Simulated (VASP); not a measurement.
Wanted: the native input for a VASP 6.6.1 run.

```
Task                   : single point
Functional             : PBE
Potentials or basis    : VASP PAW PBE potentials, release 64 (Zn, Se)
Cutoff                 : 500 eV
k mesh                 : 6 × 6 × 6
Occupations            : gaussian, width 0.01 eV
Spin                   : no spin polarisation
Dipole correction      : no
Further INCAR settings : ALGO = Normal; EDIFF = 1e-06; NBANDS = 16
```

The structure of ZnSe lies in POSCAR:

```
ZnSe
1.0
    0.0000000000      2.6677547240      2.6677547240
    2.6677547240      0.0000000000      2.6677547240
    2.6677547240      2.6677547240      0.0000000000
Zn Se
1 1
Direct
    0.0000000000      0.0000000000      0.0000000000
    0.7500000000      0.7500000000      0.7500000000
```

The input as run:

INCAR

```
SYSTEM = ZnSe
PREC = Accurate
ENCUT = 500
EDIFF = 1E-6
ISMEAR = 0
SIGMA = 0.01
LREAL = .FALSE.
LASPH = .TRUE.
NELM = 120
ALGO = Normal
ISIF = 2
LWAVE = .FALSE.
LCHARG = .TRUE.
GGA = PE
LELF = .TRUE.
LVHAR = .TRUE.
NBANDS = 16
GGA_COMPAT = .FALSE.
```

KPOINTS

```
regular mesh
0
G
  6 6 6
  0 0 0
```

Potentials or basis: VASP PAW PBE potentials, release 64 (Zn, Se).

Run with:

```bash
$ cat potpaw_PBE.64/Zn/POTCAR potpaw_PBE.64/Se/POTCAR > POTCAR
$ mpirun -np 1 vasp_std > vasp.out
```

Results of the run:

| Item | Value |
| --- | --- |
| Pressure | 20.4 GPa |
| Band gap on the k mesh | 2.07 eV |

Caveat: the cell stands under pressure.

Wall time 24 s on 1 thread of Intel Xeon 8259CL, with other jobs on the host, peak memory 0.15 GiB.
